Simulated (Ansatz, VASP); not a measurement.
# Two plane-wave programs on Si

Contents of INCAR:

```
PREC = Accurate ; ENCUT = 520
EDIFF = 1E-7 ; ISMEAR = -1
SIGMA = 0.1 ; LREAL = F
LASPH = T ; NELM = 100
ALGO = Normal ; ISIF = 2
LWAVE = F ; LCHARG = T
GGA = RP ; LELF = T
LVHAR = T ; NBANDS = 8
```

Contents of KPOINTS:

```
regular mesh
0
Gamma
  16 16 16
```

The input POSCAR:

```
Si
1.0
    0.0000000000      2.0155000583      2.0155000583
    2.0155000583      0.0000000000      2.0155000583
    2.0155000583      2.0155000583      0.0000000000
Si
1
Direct
    0.0000000000      0.0000000000      0.0000000000
```

Input for Ansatz:

```yaml
crystal:
  lattice:
    - [0.0, 2.0155000583, 2.0155000583]
    - [2.0155000583, 0.0, 2.0155000583]
    - [2.0155000583, 2.0155000583, 0.0]
  atoms:
    - { symbol: Si, position: [0.0, 0.0, 0.0] }
hamiltonian:
  xc: rpbe
  pseudopotentials:
    kind: paw
    azcp:
      Si: "pseudopotentials/Si.paw.azcp"
basis:
  ecutwfc: 420
  fft_grid_basis: typed
kpoints:
  mp_grid: { grid: [16, 16, 16], shift: [0, 0, 0] }
magnetization:
  spin_polarized: false
scf:
  occupations: { method: fermi_dirac, width: 0.1 }
  lower_state_search: "off"
output:
  stress: true
  write_density: true
  write_potential: true
  elf: true
  volumetric_format: npy
```

Alike in both runs: task single point; functional RPBE; k mesh 16 × 16 × 16; occupations fermi-dirac, width 0.1 eV; no spin polarisation.

```csv
,VASP,Ansatz
version,VASP 6.6.1,Ansatz 0.2.0
potentials or method,"VASP PAW PBE potentials, release 64 (Si), cutoff 520 eV","plane waves (420 eV) with PAW, scalar-relativistic"
valence electrons in the cell,4,4
```

|  | VASP | Ansatz | Ansatz less VASP |
| --- | --- | --- | --- |
| pressure (GPa) | -7.4 | -7.1 | +0.29 |

VASP's potentials were made for PBE, not for RPBE. With one functional, cell and mesh, what is left measures potentials, basis and numerics.
